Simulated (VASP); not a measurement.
Wanted: the native input for a VASP 6.6.1 run.

| Property | Result |
| --- | --- |
| Task | single point |
| Functional | PBE |
| Potentials or basis | VASP PAW PBE potentials, release 64 (B) |
| Cutoff | 520 eV |
| k mesh | 16 × 16 × 16 |
| Occupations | gaussian, width 0.1 eV |
| Spin | no spin polarisation |
| Dipole correction | no |
| Further INCAR settings | ALGO = Normal; EDIFF = 1e-06; NBANDS = 14 |

The structure of B lies in POSCAR:

```
B
1.0
    2.6527955502     -1.6637178889      0.0000000000
    2.6527955502      1.6637178889      0.0000000000
    0.0000000000      0.0000000000      2.9832854402
B
4
Direct
    0.3147865157      0.0118693332      0.2500000000
    0.6852134843      0.9881306668      0.7500000000
    0.9881306668      0.6852134843      0.2500000000
    0.0118693332      0.3147865157      0.7500000000
```

The cell was generated, and may not be a known phase.

The input as run:

INCAR

```
ALGO = Normal
EDIFF = 1E-6
ENCUT = 520
GGA = PE
ISIF = 2
ISMEAR = 0
LASPH = True
LCHARG = False
LREAL = False
LWAVE = False
NBANDS = 14
NELM = 60
PREC = Accurate
SIGMA = 0.1
```

KPOINTS

```
k-points
0
Gamma
  16 16 16
```

Potentials or basis: VASP PAW PBE potentials, release 64 (B).

Command:

```sh
$ cat potpaw_PBE.64/B/POTCAR > POTCAR
$ mpirun -np 1 vasp_std > vasp.out
```

Results of the run:

```
Pressure               : 0.0 GPa
Largest force          : 0.005 eV/Å
Band gap on the k mesh : zero (bands 6 and 7 overlap by 0.64 eV)
```

Run time: 110 s on 1 thread of Intel(R) Xeon(R) Platinum 8488C (Sapphire Rapids), on a shared host, peak memory 0.27 GiB.
